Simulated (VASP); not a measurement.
# Co (P6_3/mmc) in VASP: notebook

Co is run at these levels: RPBE+D3(BJ), PBE, PBEsol; tasks: single point, relaxation of cell and atoms.

All numbers are computed with VASP 6.6.1; they aren't measurements. Logs are shortened: lines on timing, memory, paths and dates and some standing lists are left out, and cuts for length are marked.

## (1) The cell of the first run

Symmetry: P6_3/mmc, No. 194, hexagonal system. The conventional cell has a = 2.503 Å, b = 2.503 Å, c = 8.195 Å, α = 90.00°, β = 90.00°, γ = 120.00°. Co (site symmetry -6m2) has 12 Co at 2.50 to 2.51 Å within 3.3 Å. Co (site symmetry -3m) has 12 Co at 2.50 to 2.51 Å within 3.3 Å.

## (2) Single point, RPBE+D3(BJ), collinear spin, ferromagnetic start

The input, INCAR:

```
ALGO = Normal
EDIFF = 1E-6
ENCUT = 520
GGA = RP
ISIF = 2
ISMEAR = -1
ISPIN = 2
IVDW = 12
LASPH = True
LCHARG = False
LMAXMIX = 4
LORBIT = 11
LREAL = False
LWAVE = False
MAGMOM = 2 2 2 2
NBANDS = 30
NELM = 150
PREC = Accurate
SIGMA = 0.05
```

The input, KPOINTS:

```
k-points
0
Gamma
  12 12 4
```

The input, POSCAR:

```
Co
1.0
    2.5030729010      0.0000000000      0.0000000000
   -1.2515364506      2.1677247198      0.0000000000
    0.0000000000      0.0000000000      8.1946701348
Co
4
Direct
    0.6666666667      0.3333333333      0.7500000000
    0.0000000000      0.0000000000      0.5000000000
    0.3333333333      0.6666666667      0.2500000000
    0.0000000000      0.0000000000      0.0000000000
```

Potentials or basis: VASP PAW PBE potentials, release 64 (Co).

Command:

```
cat potpaw_PBE.64/Co/POTCAR > POTCAR
mpirun -np 1 vasp_std > vasp.out
```

OUTCAR:

```text
EDIFF = 1E-6
   ENCUT = 520
   GGA = RP
   ISIF = 2
   ISMEAR = -1
   ISPIN = 2
   IVDW = 12
   LASPH = True
   LORBIT = 11
   LREAL = False
   NELM = 150
   PREC = Accurate
 IVDW          = 12

 ion  position               nearest neighbor table
   1  0.667  0.333  0.750-   2 2.51   4 2.51   2 2.51   4 2.51   2 2.51   4 2.51
   2  0.000  0.000  0.500-   1 2.51   3 2.51   1 2.51   3 2.51   1 2.51   3 2.51
   3  0.333  0.667  0.250-   2 2.51   4 2.51   2 2.51   4 2.51   2 2.51   4 2.51
   4  0.000  0.000  0.000-   1 2.51   3 2.51   1 2.51   3 2.51   1 2.51   3 2.51

  LATTYP: Found a hexagonal cell.
 ALAT       =     2.5030729010
 C/A-ratio  =     3.2738439746

  Lattice vectors:

 A1 = (   2.5030729010,   0.0000000000,   0.0000000000)
 A2 = (  -1.2515364506,   2.1677247198,   0.0000000000)
 A3 = (   0.0000000000,   0.0000000000,   8.1946701348)

Analysis of symmetry for initial positions (statically):
=====================================================================
 Subroutine PRICEL returns:
 Original cell was already a primitive cell.

 Routine SETGRP: Setting up the symmetry group for a
 hexagonal supercell.

 Subroutine GETGRP returns: Found 24 space group operations
 (whereof 12 operations were pure point group operations)
 out of a pool of 24 trial point group operations.

The static configuration has the point symmetry D_3d.
 The point group associated with its full space group is D_6h.

Analysis of symmetry for dynamics (positions and initial velocities):
=====================================================================
 Subroutine PRICEL returns:
 Original cell was already a primitive cell.

 Routine SETGRP: Setting up the symmetry group for a
 hexagonal supercell.

 Subroutine GETGRP returns: Found 24 space group operations
 (whereof 12 operations were pure point group operations)
 out of a pool of 24 trial point group operations.

The dynamic configuration has the point symmetry D_3d.
 The point group associated with its full space group is D_6h.

Analysis of structural, dynamic, and magnetic symmetry:
=====================================================================
 Subroutine PRICEL returns:
 Original cell was already a primitive cell.

 Routine SETGRP: Setting up the symmetry group for a
 hexagonal supercell.

 Subroutine GETGRP returns: Found 24 space group operations
 (whereof 12 operations were pure point group operations)
[... 131 lines left out ...]
   LORBIT       =     11    0 simple, 1 ext, 2 COOP (PROOUT), +10 PAW based schemes
   GGA     = RP    functional components
   LHFCALC =     F    Hartree Fock is set to
   AEXX    =    0.0000 exact exchange contribution
   IVDW    =    12    specifies the selected vdW correction
   LEPSILON=     F    determine dielectric tensor
   LRPA    =     F    only Hartree local field effects (RPA)
 spin polarized calculation
  energy-cutoff  :      520.00
  volume of cell :       44.46
 maximum number of plane-waves:      1218
 NGX is ok and might be reduce to    20
   NGX =  9   NGY =  9   NGZ = 31

 number of electron      36.0000022 magnetization       6.7431989

 Free energy of the ion-electron system (eV)
  ---------------------------------------------------
  ext. energy  EPLUGINS =         0.00000000
  ---------------------------------------------------
  free energy    TOTEN  =       -26.05624959 eV

  energy without entropy =      -26.02294041  energy(sigma->0) =      -26.03959500

 E-fermi :  10.1313     XC(G=0): -13.1512

 val. band max:       10.1307287286   @ k =   0.1667   0.0833   0.0000
 cond. band min:      10.1315985349   @ k =   0.0833   0.0000   0.0000
 fundamental gap:      0.0008698063
 Fermi energy:        10.1312676575

 spin component 1

 k-point     1 :       0.0000    0.0000    0.0000
  band No.  band energies     occupation
      1       1.3097      1.00000
      2       3.4631      1.00000
      3       3.4937      1.00000
      4       5.0167      1.00000
      5       7.0941      1.00000
      6       7.1258      1.00000
[... 781 lines left out ...]
     29      24.4749      0.00000
     30      25.3037      0.00000

 [... further k-points ...]

 spin component 2

 k-point     1 :       0.0000    0.0000    0.0000
  band No.  band energies     occupation
      1       1.2673      1.00000
      2       3.5089      1.00000
      3       3.5118      1.00000
      4       5.9705      1.00000
      5       8.4934      1.00000
      6       8.5629      1.00000
[... 781 lines left out ...]
     29      24.8093      0.00000
     30      25.6671      0.00000

 [... further k-points ...]

------------------------ aborting loop because EDIFF is reached ----------------------------------------

 Edisp (eV)   -8.26814

 E8    (eV) :    -5.3714

  FORCE on cell =-STRESS in cart. coord.  units (eV):
  Direction    XX          YY          ZZ          XY          YZ          ZX
  --------------------------------------------------------------------------------------
  -------------------------------------------------------------------------------------
  Total      -7.31930    -7.31930    -8.24438     0.00000     0.00000     0.00000
  in kB    -263.73692  -263.73692  -297.07051     0.00000     0.00000     0.00000
  external pressure =     -274.85 kB  Pullay stress =        0.00 kB

 VOLUME and BASIS-vectors are now :
 -----------------------------------------------------------------------------
  energy-cutoff  :      520.00
  volume of cell :       44.46
      direct lattice vectors                 reciprocal lattice vectors
     2.503072901  0.000000000  0.000000000     0.399508939  0.230656594  0.000000000
    -1.251536451  2.167724720  0.000000000     0.000000000  0.461313187  0.000000000
     0.000000000  0.000000000  8.194670135     0.000000000  0.000000000  0.122030537

 POSITION                                       TOTAL-FORCE (eV/Angst)
 -----------------------------------------------------------------------------------
      1.25154      0.72257      6.14600        -0.000000     -0.000000     -0.000000
      0.00000      0.00000      4.09734         0.000000      0.000000      0.000000
     -0.00000      1.44515      2.04867        -0.000000      0.000000      0.000000
      0.00000      0.00000      0.00000         0.000000      0.000000      0.000000
 -----------------------------------------------------------------------------------
    total drift:                                0.000000     -0.000000      0.000000

  FREE ENERGIE OF THE ION-ELECTRON SYSTEM (eV)
  ---------------------------------------------------
  free  energy   TOTEN  =       -34.3243904582 eV

  energy  without entropy=      -34.2910812744  energy(sigma->0) =      -34.30773587

 total charge

# of ion       s       p       d       tot
------------------------------------------
    1        0.483   0.507   7.234   8.224
    2        0.484   0.503   7.242   8.229
    3        0.483   0.507   7.234   8.224
    4        0.484   0.503   7.242   8.229
--------------------------------------------------
tot          1.933   2.021  28.951  32.904

 magnetization (x)

# of ion       s       p       d       tot
------------------------------------------
    1       -0.013  -0.055   1.787   1.719
    2       -0.013  -0.052   1.768   1.703
    3       -0.013  -0.055   1.787   1.719
    4       -0.013  -0.052   1.768   1.703
--------------------------------------------------
tot         -0.052  -0.213   7.111   6.845
```

OSZICAR:

```text
N       E                     dE             d eps       ncg     rms          rms(c)
DAV:   1     0.240271232234E+03    0.24027E+03   -0.15601E+04  6936   0.162E+03
DAV:   2    -0.150058887542E+02   -0.25528E+03   -0.23802E+03  6846   0.309E+02
DAV:   3    -0.295373980863E+02   -0.14532E+02   -0.13638E+02  7650   0.998E+01
DAV:   4    -0.297998295731E+02   -0.26243E+00   -0.26200E+00  8460   0.130E+01
DAV:   5    -0.298104854600E+02   -0.10656E-01   -0.10655E-01  9436   0.203E+00    0.202E+01
DAV:   6    -0.267631146859E+02    0.30474E+01   -0.24678E+01  7604   0.725E+01    0.100E+01
DAV:   7    -0.264426425966E+02    0.32047E+00   -0.44964E+00  7846   0.374E+01    0.114E+01
DAV:   8    -0.267689055481E+02   -0.32626E+00   -0.53291E+00  7996   0.468E+01    0.133E+01
DAV:   9    -0.260758751102E+02    0.69303E+00   -0.14765E+00  8268   0.259E+01    0.245E+00
DAV:  10    -0.260569919910E+02    0.18883E-01   -0.13545E-01  8240   0.428E+00    0.754E-01
DAV:  11    -0.260557952334E+02    0.11968E-02   -0.13131E-02  8106   0.104E+00    0.362E-01
DAV:  12    -0.260560208696E+02   -0.22564E-03   -0.89568E-04  9652   0.301E-01    0.155E-01
DAV:  13    -0.260562445135E+02   -0.22364E-03   -0.32763E-04  9156   0.272E-01    0.635E-02
DAV:  14    -0.260562523623E+02   -0.78488E-05   -0.11498E-04 11086   0.172E-01    0.509E-02
DAV:  15    -0.260562484711E+02    0.38912E-05   -0.33298E-05  8010   0.123E-01    0.131E-02
DAV:  16    -0.260562498874E+02   -0.14163E-05   -0.60039E-06  5550   0.355E-02    0.153E-02
DAV:  17    -0.260562495902E+02    0.29721E-06   -0.26290E-06  4474   0.353E-02
   1 F= -.34324390E+02 E0= -.34307736E+02  d E =-.333092E-01  mag=     6.7431
```

stdout:

```text
POSCAR found type information on POSCAR Co
 POSCAR found :  1 types and       4 ions
 scaLAPACK will be used
 -----------------------------------------------------------------------------
|                                                                             |
|                                                                             |
|     You enforced a specific xc type in the INCAR file but a different       |
|     I HOPE YOU KNOW WHAT YOU ARE DOING!                                     |
|                                                                             |
 -----------------------------------------------------------------------------

 LDA part: xc-table for (Slater+PW92), standard interpolation
 POSCAR, INCAR and KPOINTS ok, starting setup
 FFT: planning ... GRIDC
 FFT: planning ... GRID_SOFT
 FFT: planning ... GRID
 WAVECAR not read
 entering main loop
```

Wall time 3.2 min (1 thread of Intel Xeon 6975P-C (Granite Rapids), shared host); peak memory 0.26 GiB.

What came out:

```yaml
Free_energy: -34.3244 eV
Pressure: -27.5 GPa
Net_moment: 6.74 μB per cell
Site_moments: Co +1.72, +1.70 (each value once) μB
Valence_electrons_inside_the_program's_atomic_spheres: Co 8.22, 8.23 (each value once)
Dispersion_energy_per_atom: -2.067 eV
```

Caveat: the cell stands under tension; the PAW data sets were made with another functional, which shifts forces and pressure a little.

## (3) Relaxation of cell and atoms, PBE, collinear spin, ferromagnetic start, target pressure 2 GPa, at which the enthalpy is minimised

This run uses another cell than the first one, of 10.69 Å³/atom.

The input, INCAR:

```
PREC     = Accurate       # precision mode
ENCUT    = 600            # plane-wave cutoff, eV
EDIFF    = 1E-7           # SCF threshold, eV
ISMEAR   = -1             # smearing method
SIGMA    = 0.05           # smearing width, eV
LREAL    = F              # projectors in reciprocal space
LASPH    = T              # aspherical terms in the spheres
NELM     = 150            # most SCF steps
ALGO     = Fast           # electronic algorithm
ISIF     = 3              # what is computed and relaxed
LWAVE    = F              # write WAVECAR
LCHARG   = F              # write CHGCAR
ISPIN    = 2              # spin polarisation
MAGMOM   = 2 2 2 2        # initial moments
LORBIT   = 11             # projections on sites
LMAXMIX  = 4              # l up to which the mixer works
GGA      = PE             # functional
IBRION   = 2              # ionic algorithm
NSW      = 60             # ionic steps
EDIFFG   = -0.01          # ionic threshold
PSTRESS  = 20.0
```

The input, KPOINTS:

```
regular mesh
0
Gamma
  12 12 4
```

The input, POSCAR:

```
Co
1.0
    2.4705617809      0.0000000000      0.0000000000
   -1.2352808905      2.1395692639      0.0000000000
    0.0000000000      0.0000000000      8.0882338000
Co
4
Direct
    0.6666666667      0.3333333333      0.7500000000
    0.0000000000      0.0000000000      0.5000000000
    0.3333333333      0.6666666667      0.2500000000
    0.0000000000      0.0000000000      0.0000000000
```

Potentials or basis: VASP PAW PBE potentials, release 64 (Co).

Command:

```
cat potpaw_PBE.64/Co/POTCAR > POTCAR
mpirun -np 1 vasp_std > vasp.out
```

Run time: 5.2 min. Hardware: 1 thread of Intel Xeon 6975P-C (Granite Rapids), shared host; peak memory 0.26 GiB.

Results (log left out):

```yaml
Free_energy: -28.1273 eV
Relaxed_volume: 10.77 Å³/atom
Relaxed_cell: a = 2.487 Å, b = 2.487 Å, c = 8.041 Å, α = 90.00°, β = 90.00°, γ = 120.00°
Space_group_after_relaxing_to_0.1_Å: P6_3/mmc (No. 194)
Energy_change_on_relaxing_the_run_minimises_the_enthalpy: -2.5 meV/atom
Ionic_steps: 5
Pressure_after_relaxing: 2.0 GPa
Net_moment: 6.60 μB per cell
Site_moments: Co +1.67, +1.66 (each value once) μB
Valence_electrons_inside_the_program's_atomic_spheres: Co 8.28, 8.29 (each value once)
```

Step by step:
```
step  energy change (eV)  largest force (eV/Å)  pressure (GPa)  volume (Å³)
   1              0.0000                0.0000            3.72        42.75
   2             -0.0126                0.0000            0.11        43.46
   3             -0.0109                0.0000            1.35        43.22
   4             -0.0096                0.0000            2.19        43.05
   5             -0.0101                0.0000            2.01        43.08
```

Final structure:
```
Co
1.0
     2.48719    0.00000    0.00000
    -1.24360    2.15397    0.00000
     0.00000    0.00000    8.04148
Co
4
Cartesian
  1.2436 0.7180 6.0311
  0.0000 0.0000 4.0207
  0.0000 1.4360 2.0104
  0.0000 0.0000 0.0000
```

Levels at points of the mesh, in eV from the Fermi level:
Spin up:
```tsv
k point	band 20	band 21	band 22	band 23	band 24	band 25
(0.00, 0.00, 0.00)	-1.20	-1.20	-0.80	-0.80	-0.15	6.36
(0.50, 0.00, 0.00)	-0.54	0.25	1.37	2.44	3.06	6.95
(0.00, 0.00, 0.50)	-1.68	-0.98	-0.98	-0.98	-0.98	9.42
(0.50, 0.00, 0.50)	-0.61	1.21	1.21	2.77	2.77	7.32
```
Spin down:
| k point | band 10 | band 11 | band 12 | band 13 | band 14 | band 15 | band 16 | band 17 | band 18 | band 19 |
| --- | --- | --- | --- | --- | --- | --- | --- | --- | --- | --- |
| (0.00, 0.00, 0.00) | -1.13 | -1.05 | -0.82 | -0.82 | -0.79 | -0.79 | -0.19 | 0.05 | 0.05 | 0.39 |
| (0.50, 0.00, 0.00) | -1.17 | -0.75 | -0.12 | -0.07 | 0.50 | 1.17 | 1.22 | 1.23 | 1.24 | 1.31 |
| (0.00, 0.00, 0.50) | -1.04 | -1.04 | -1.04 | -0.94 | -0.94 | -0.94 | -0.94 | 0.24 | 0.24 | 0.24 |
| (0.50, 0.00, 0.50) | -0.88 | -0.84 | -0.84 | -0.22 | -0.22 | 0.83 | 0.83 | 1.19 | 1.19 | 1.30 |

Caveat: the cell is relaxed towards a set pressure, so the run minimises the enthalpy, not the energy.

## (4) Single point, PBEsol, collinear spin, ferromagnetic start

This run uses another cell than the first one, of 10.42 Å³/atom.

The input, INCAR:

```
SYSTEM = Co
ALGO = Normal
EDIFF = 1E-6
ENCUT = 600
GGA = PS
GGA_COMPAT = .False.
ISIF = 2
ISMEAR = -1
ISPIN = 2
LASPH = .True.
LCHARG = .True.
LELF = .True.
LMAXMIX = 4
LORBIT = 11
LREAL = .False.
LVHAR = .True.
LWAVE = .False.
MAGMOM = 2 2 2 2
NBANDS = 46
NELM = 200
PREC = Accurate
SIGMA = 0.05
```

The input, KPOINTS:

```
k-points
0
Gamma
  12 12 4
  0 0 0
```

The input, POSCAR:

```
Co
1.0
    2.4596853685      0.0000000000      0.0000000000
   -1.2298426843      2.1301500144      0.0000000000
    0.0000000000      0.0000000000      7.9519183686
Co
4
Direct
    0.6666666667      0.3333333333      0.7500000000
    0.0000000000      0.0000000000      0.5000000000
    0.3333333333      0.6666666667      0.2500000000
    0.0000000000      0.0000000000      0.0000000000
```

Potentials or basis: VASP PAW PBE potentials, release 64 (Co_sv).

Command:

```
cat potpaw_PBE.64/Co_sv/POTCAR > POTCAR
mpirun -np 1 vasp_std > vasp.out
```

Wall time 2.2 min (1 thread of Intel Xeon 6975P-C (Granite Rapids), shared host); peak memory 0.29 GiB.

The run converged. Its results:

```yaml
Free_energy: -31.2297 eV
Pressure: -4.0 GPa
Net_moment: 6.47 μB per cell
Site_moments: Co +1.68, +1.66 (each value once) μB
Valence_electrons_inside_the_program's_atomic_spheres: Co 15.08
```

Levels at points of the mesh, in eV from the Fermi level:
Spin up:
```tsv
k point	band 34	band 35	band 36	band 37	band 38	band 39	band 40	band 41	band 42	band 43
(0.00, 0.00, 0.00)	-1.48	-1.48	-1.13	-1.13	-0.70	-0.70	-0.30	6.62	15.31	15.32
(0.50, 0.00, 0.00)	-0.49	-0.45	-0.43	0.14	1.28	2.53	3.14	7.19	7.22	10.64
(0.00, 0.00, 0.50)	-1.63	-1.63	-1.63	-0.89	-0.89	-0.89	-0.89	9.67	9.67	21.35
(0.50, 0.00, 0.50)	-0.64	-0.50	-0.50	1.25	1.25	2.82	2.82	7.54	7.54	9.55
```
Spin down:
| k point | band 28 | band 29 | band 30 | band 31 | band 32 | band 33 |
| --- | --- | --- | --- | --- | --- | --- |
| (0.00, 0.00, 0.00) | -0.89 | -0.89 | -0.84 | -0.84 | -0.26 | 0.02 |
| (0.50, 0.00, 0.00) | -0.14 | -0.11 | 0.46 | 1.23 | 1.26 | 1.30 |
| (0.00, 0.00, 0.50) | -1.12 | -1.01 | -1.01 | -1.01 | -1.01 | 0.22 |
| (0.50, 0.00, 0.50) | -0.92 | -0.25 | -0.25 | 0.86 | 0.86 | 1.25 |

Caveat: the cell stands under tension; the PAW data sets were made with another functional, which shifts forces and pressure a little.

## (5) Summary

| task | level | potentials or basis | cell | cutoff (eV) | gap on the mesh (eV) | pressure (GPa) | moment (μB) |
| --- | --- | --- | --- | --- | --- | --- | --- |
| single point | RPBE+D3(BJ) | VASP PAW PBE potentials, release 64 (Co) | a = 2.503, b = 2.503, c = 8.195 Å, angles 90.0, 90.0, 120.0°, 4 atoms | 520 | none | -27.5 | 6.74 |
| relaxation of cell and atoms | PBE | VASP PAW PBE potentials, release 64 (Co) | relaxed to 2 GPa from a = 2.471, b = 2.471, c = 8.088 Å, angles 90.0, 90.0, 120.0°, 4 atoms | 600 | none | 2.0 | 6.60 |
| single point | PBEsol | VASP PAW PBE potentials, release 64 (Co_sv) | a = 2.460, b = 2.460, c = 7.952 Å, angles 90.0, 90.0, 120.0°, 4 atoms | 600 | none | -4.0 | 6.47 |

Alike in all rows: spin collinear, ferromagnetic start; k mesh 12 × 12 × 4; smearing fermi-dirac 0.05 eV.

Caveats: the cell stands under tension (at least some runs); the PAW data sets were made with another functional, which shifts forces and pressure a little (at least some runs); the cell is relaxed towards a set pressure, so the run minimises the enthalpy, not the energy (at least some runs).

Total energies depend on the potentials used, so only differences within one code and one set of settings carry meaning.
